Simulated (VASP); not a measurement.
Here is a VASP 6.6.1 calculation.

INCAR

```
ALGO = Normal ; EDIFF = 1E-6
ENCUT = 520 ; GGA = CA
ISIF = 2 ; ISMEAR = -1
LASPH = T ; LCHARG = F
LREAL = F ; LWAVE = F
NBANDS = 10 ; NELM = 60
PREC = Accurate ; SIGMA = 0.1
```

Contents of KPOINTS:

```
k-points
0
Gamma
  16 16 16
```

POSCAR

```
Ir
1.0
   -1.4665328569      1.4665328569      1.4665328569
    1.4665328569     -1.4665328569      1.4665328569
    1.4665328569      1.4665328569     -1.4665328569
Ir
1
Direct
    0.0000000000      0.0000000000      0.0000000000
```

Potentials or basis: VASP PAW LDA potentials, release 64 (Ir).

Launch:

```console
$ cat potpaw_LDA.64/Ir/POTCAR > POTCAR
$ mpirun -np 1 vasp_std > vasp.out
```

Task: Predict the pressure.

Result: 67.3 GPa.
